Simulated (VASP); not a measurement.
# Au (Fd-3m) in VASP: a series of runs

The runs below take Au through relaxation of cell and atoms, with r2SCAN.

Program: VASP 6.6.1. These are calculated values, not measurements. Logs are shortened: lines on timing, memory, paths and dates and some standing lists are left out, and cuts for length are marked.

### Step 1. The cell of the first run

The structure is cubic, space group Fd-3m (No. 227). Conventional cell: a = 5.600 Å, b = 5.600 Å, c = 5.600 Å, α = 90.00°, β = 90.00°, γ = 90.00°. Au (site symmetry -43m) has 4 Au at 2.42 Å within 3.2 Å.

### Step 2. Relaxation of cell and atoms, r2SCAN

Input file POSCAR:

```
Au
1.0
    0.0000000000      2.8000000000      2.8000000000
    2.8000000000      0.0000000000      2.8000000000
    2.8000000000      2.8000000000      0.0000000000
Au
2
Direct
    0.0000000000      0.0000000000      0.0000000000
    0.2500000000      0.2500000000      0.2500000000
```

Input file INCAR.step1:

```
PREC = Accurate
ENCUT = 600
ISMEAR = 0
SIGMA = 0.05
LREAL = F
LASPH = T
NELM = 60
GGA = PE
ALGO = Normal
EDIFF = 1E-4
LWAVE = T
LCHARG = F
```

Input file INCAR.step2:

```
PREC = Accurate
ENCUT = 600
EDIFF = 1E-6
ISMEAR = 0
SIGMA = 0.05
LREAL = F
LASPH = T
NELM = 60
ALGO = Normal
ISIF = 3
LWAVE = F
LCHARG = F
METAGGA = R2SCAN
LMIXTAU = T
IBRION = 2
NSW = 80
EDIFFG = -0.03
ISTART = 1
```

Input file KPOINTS:

```
Automatic mesh
0
Gamma
  6 6 6
```

Potentials or basis: VASP PAW PBE potentials, release 64 (Au).

Launch:

```console
cat potpaw_PBE.64/Au/POTCAR > POTCAR
cp INCAR.step1 INCAR
mpirun -np 1 vasp_std > vasp.out
cp INCAR.step2 INCAR
mpirun -np 1 vasp_std > vasp.out
```

OUTCAR:

```text
PREC = Accurate
   ENCUT = 600
   EDIFF = 1E-6
   ISMEAR = 0
   LREAL = F
   LASPH = T
   NELM = 60
   ISIF = 3
   METAGGA = R2SCAN
   IBRION = 2
   NSW = 80
   EDIFFG = -0.03
   ISTART = 1

 ion  position               nearest neighbor table
   1  0.000  0.000  0.000-   2 2.42   2 2.42   2 2.42   2 2.42
   2  0.250  0.250  0.250-   1 2.42   1 2.42   1 2.42   1 2.42

  LATTYP: Found a face centered cubic cell.
 ALAT       =     5.6000000000

  Lattice vectors:

 A1 = (   0.0000000000,   2.8000000000,   2.8000000000)
 A2 = (   2.8000000000,   0.0000000000,   2.8000000000)
 A3 = (   2.8000000000,   2.8000000000,   0.0000000000)

Analysis of symmetry for initial positions (statically):
=====================================================================
 Subroutine PRICEL returns:
 Original cell was already a primitive cell.

 Routine SETGRP: Setting up the symmetry group for a
 face centered cubic supercell.

 Subroutine GETGRP returns: Found 48 space group operations
 (whereof 24 operations were pure point group operations)
 out of a pool of 48 trial point group operations.

The static configuration has the point symmetry T_d .
 The point group associated with its full space group is O_h .

Analysis of symmetry for dynamics (positions and initial velocities):
=====================================================================
 Subroutine PRICEL returns:
 Original cell was already a primitive cell.

 Routine SETGRP: Setting up the symmetry group for a
 face centered cubic supercell.

 Subroutine GETGRP returns: Found 48 space group operations
 (whereof 24 operations were pure point group operations)
 out of a pool of 48 trial point group operations.

The dynamic configuration has the point symmetry T_d .
 The point group associated with its full space group is O_h .

 Subroutine INISYM returns: Found 48 space group operations
 (whereof 24 operations are pure point group operations),
 and found     1 'primitive' translations

----------------------------------------------------------------------------------------

                                     Primitive cell

  volume of cell :      43.9040

  direct lattice vectors                    reciprocal lattice vectors
     0.000000000  2.800000000  2.800000000    -0.178571429  0.178571429  0.178571429
     2.800000000  0.000000000  2.800000000     0.178571429 -0.178571429  0.178571429
     2.800000000  2.800000000  0.000000000     0.178571429  0.178571429 -0.178571429

  length of vectors
     3.959797975  3.959797975  3.959797975     0.309294787  0.309294787  0.309294787

  position of ions in fractional coordinates (direct lattice)
     0.000000000  0.000000000  0.000000000
     0.250000000  0.250000000  0.250000000

  ion indices of the primitive-cell ions
   primitive index   ion index
                 1           1
                 2           2

----------------------------------------------------------------------------------------

 KPOINTS: Automatic mesh

Automatic generation of k-mesh.
 Grid dimensions read from file:
 generate k-points for:    6    6    6

 Generating k-lattice:

  Cartesian coordinates                     Fractional coordinates (reciprocal lattice)
    -0.029761905  0.029761905  0.029761905     0.166666667  0.000000000  0.000000000
     0.029761905 -0.029761905  0.029761905     0.000000000  0.166666667  0.000000000
     0.029761905  0.029761905 -0.029761905     0.000000000  0.000000000  0.166666667

  Length of vectors
     0.051549131  0.051549131  0.051549131

  Shift w.r.t. Gamma in fractional coordinates (k-lattice)
     0.000000000  0.000000000  0.000000000

 Subroutine IBZKPT returns following result:
 ===========================================

 Found     16 irreducible k-points:

 Following reciprocal coordinates:
            Coordinates               Weight
  0.000000  0.000000  0.000000      1.000000
  0.166667  0.000000  0.000000      8.000000
  0.333333  0.000000  0.000000      8.000000
  0.500000  0.000000  0.000000      4.000000
  0.166667  0.166667  0.000000      6.000000
  0.333333  0.166667  0.000000     24.000000
[... 8 lines left out ...]
 -0.333333  0.333333  0.166667     24.000000
 -0.333333  0.500000  0.166667     12.000000
   k-points           NKPTS =     16   k-points in BZ     NKDIM =     16   number of bands    NBANDS=     15
   number of dos      NEDOS =    301   number of ions     NIONS =      2
   total plane-waves  NPLWV =  32768
   dimension x,y,z NGX =    32 NGY =   32 NGZ =   32
   dimension x,y,z NGXF=    64 NGYF=   64 NGZF=   64
   ions per type =               2
   NGX,Y,Z   is equivalent  to a cutoff of  13.43, 13.43, 13.43 a.u.
   NGXF,Y,Z  is equivalent  to a cutoff of  26.87, 26.87, 26.87 a.u.
 SYSTEM =  unknown system
   PREC   = accura    normal or accurate (medium, high low for compatibility)
   ISTART =      1    job   : 0-new  1-cont  2-samecut
   ICHARG =      0    charge: 1-file 2-atom 10-const
   ISPIN  =      1    spin polarized calculation?
   LNONCOLLINEAR =      F non collinear calculations
   LSORBIT =      F    spin-orbit coupling
   LASPH  =      T    aspherical Exc in radial PAW
   ENCUT  =  600.0 eV  44.10 Ry    6.64 a.u.   7.91  7.91  7.91*2*pi/ulx,y,z
   NELM   =     60;   NELMIN=  2; NELMDL=  0     # of ELM steps
   EDIFF  = 0.1E-05   stopping-criterion for ELM
   LREAL  =      F    real-space projection
   EDIFFG = -.3E-01   stopping-criterion for IOM
   NSW    =     80    number of steps for IOM
   IBRION =      2    ionic relax: 0-MD 1-quasi-New 2-CG
   NFREE  =      1    steps in history (QN), initial steepest desc. (CG)
   ISIF   =      3    stress and relaxation
   ISYM   =      2    0-nonsym 1-usesym 2-fastsym
   POTIM  = 0.5000    time-step for ionic-motion
   TEBEG  =    0.0;   TEEND  =   0.0 temperature during run
   PSTRESS=    0.0 pullay stress
   NELECT =      22.0000    total number of electrons
   NUPDOWN=      -1.0000    fix difference up-down
   EMIN   =  10.00;   EMAX   =-10.00  energy-range for DOS
   EFERMI =   0.00;   METHOD = LEGACY
   ISMEAR =     0;   SIGMA  =   0.05  broadening in eV -4-tet -1-fermi 0-gaus
   EFERMI_NEDOS =   21; number of points for ismear=-14 and -15
   IALGO  =     38    algorithm
   IMIX   =      4    mixing-type and parameters
     AMIX     =   0.40;   BMIX     =  1.00
     AMIX_MAG =   1.60;   BMIX_MAG =  1.00
  volume/ion in A,a.u.               =      21.95       148.14
  Fermi-wavevector in a.u.,A,eV,Ry     =   1.300312  2.457234 23.004897  1.690812
  Thomas-Fermi vector in A             =   2.431519
   LORBIT       =      0    0 simple, 1 ext, 2 COOP (PROOUT), +10 PAW based schemes
   METAGGA = R2SCAN    functional components
   LHFCALC =     F    Hartree Fock is set to
   AEXX    =    0.0000 exact exchange contribution
   IVDW    =     0    specifies the selected vdW correction
   LEPSILON=     F    determine dielectric tensor
   LRPA    =     F    only Hartree local field effects (RPA)
 conjugate gradient relaxation of ions
 non-spin polarized calculation
 Gauss-broadening in eV      SIGMA  =   0.05
  energy-cutoff  :      600.00
  volume of cell :       43.90
 maximum number of plane-waves:      1484
   NGX = 15   NGY = 15   NGZ = 15

--------------------------------------- Ionic step        1  -------------------------------------------

 number of electron      21.9999998 magnetization

 Free energy of the ion-electron system (eV)
  ---------------------------------------------------
  ext. energy  EPLUGINS =         0.00000000
  ---------------------------------------------------
  free energy    TOTEN  =       -98.64520956 eV

  energy without entropy =      -98.64209228  energy(sigma->0) =      -98.64365092

 E-fermi :   5.8047     XC(G=0): -11.6053

 val. band max:        5.5917456318   @ k =  -0.3333   0.3333   0.1667
 cond. band min:       5.8083911245   @ k =  -0.3333   0.3333   0.1667
 fundamental gap:      0.2166454927
 Fermi energy:         5.8046917732

 k-point     1 :       0.0000    0.0000    0.0000
  band No.  band energies     occupation
      1      -2.3402      2.00000
      2      -0.1942      2.00000
      3      -0.1942      2.00000
      4      -0.0219      2.00000
      5      -0.0219      2.00000
      6      -0.0219      2.00000
      7       2.6695      2.00000
      8       2.6695      2.00000
      9       2.6695      2.00000
     10       4.4012      2.00000
     11       4.4012      2.00000
     12      16.7566      0.00000
     13      16.8848      0.00000
     14      17.9321      0.00000
     15      17.9321      0.00000
[... 693 lines left out ...]
 POSITION                                       TOTAL-FORCE (eV/Angst)
 -----------------------------------------------------------------------------------
      0.00000      0.00000      0.00000        -0.000000     -0.000000     -0.000000
      1.52487      1.52487      1.52487         0.000000      0.000000      0.000000
 -----------------------------------------------------------------------------------
    total drift:                               -0.000000      0.000000      0.000000

  FREE ENERGIE OF THE ION-ELECTRON SYSTEM (eV)
  ---------------------------------------------------
  free  energy   TOTEN  =       -99.5794459605 eV

  energy  without entropy=      -99.5757166267  energy(sigma->0) =      -99.57758129

--------------------------------------- Ionic step        5  -------------------------------------------

 number of electron      22.0000002 magnetization

 Free energy of the ion-electron system (eV)
  ---------------------------------------------------
  ext. energy  EPLUGINS =         0.00000000
  ---------------------------------------------------
  free energy    TOTEN  =       -99.57972154 eV

  energy without entropy =      -99.57594534  energy(sigma->0) =      -99.57783344

 E-fermi :   3.2091     XC(G=0): -10.1233

 val. band max:        2.6401848542   @ k =  -0.3333   0.3333   0.1667
 cond. band min:       3.2143710866   @ k =   0.5000   0.5000   0.0000
 fundamental gap:      0.5741862324
 Fermi energy:         3.2090740679

 k-point     1 :       0.0000    0.0000    0.0000
  band No.  band energies     occupation
      1      -3.3151      2.00000
      2      -1.4670      2.00000
      3      -1.4670      2.00000
      4      -1.4479      2.00000
      5      -1.4479      2.00000
      6      -1.4479      2.00000
      7       0.4923      2.00000
      8       0.4923      2.00000
      9       0.4923      2.00000
     10       1.5214      2.00000
     11       1.5214      2.00000
     12      11.9954      0.00000
     13      13.0430      0.00000
     14      13.0430      0.00000
     15      13.0430      0.00000
[... 290 lines left out ...]
 POSITION                                       TOTAL-FORCE (eV/Angst)
 -----------------------------------------------------------------------------------
      0.00000      0.00000      0.00000         0.000000     -0.000000     -0.000000
      1.52237      1.52237      1.52237        -0.000000      0.000000      0.000000
 -----------------------------------------------------------------------------------
    total drift:                               -0.000000      0.000000      0.000000

  FREE ENERGIE OF THE ION-ELECTRON SYSTEM (eV)
  ---------------------------------------------------
  free  energy   TOTEN  =       -99.5797215441 eV

  energy  without entropy=      -99.5759453386  energy(sigma->0) =      -99.57783344

 reached required accuracy - stopping structural energy minimisation
```

Run time: 5.3 min. Hardware: 1 thread of Intel Xeon Platinum 8259CL at 2.50GHz (Skylake/Cascade Lake), shared host; peak memory 0.19 GiB.

Results:

| Property | Result |
| --- | --- |
| Free energy | -99.5797 eV |
| Relaxed volume | 28.23 Å³/atom |
| Relaxed cell | a = 4.306 Å, b = 4.306 Å, c = 4.306 Å, α = 60.00°, β = 60.00°, γ = 60.00° |
| Space group after relaxing (to 0.05 Å) | Fd-3m (No. 227) |
| Energy gained by relaxing | 467.3 meV/atom |
| Ionic steps | 5 |
| Pressure after relaxing | 0.0 GPa |
| Band gap on the k mesh | zero (band 11 reaches 3.22 eV, above the bottom of band 12 at 2.53 eV) |

The path:
| step | energy change (eV) | largest force (eV/Å) | pressure (GPa) | volume (Å³) |
| --- | --- | --- | --- | --- |
| 1 | 0.0000 | 0.0000 | 31.90 | 43.90 |
| 2 | -0.1374 | 0.0000 | -8.22 | 77.94 |
| 3 | -0.9327 | 0.0000 | -0.79 | 57.18 |
| 4 | -0.9342 | 0.0000 | -0.28 | 56.73 |
| 5 | -0.9345 | 0.0000 | 0.02 | 56.45 |

Final structure:
```
Au
1.0
     0.00000    3.04474    3.04474
     3.04474    0.00000    3.04474
     3.04474    3.04474    0.00000
Au
2
Direct
  0.00000 0.00000 0.00000
  0.25000 0.25000 0.25000
```

Caveat: the volume moved by over 15 % at a fixed basis, so the end points are rough; the PAW data sets were made with another functional, which shifts forces and pressure a little; spin-orbit coupling is left out, which moves the levels of the heavy elements.

[end of part 1 of 2]
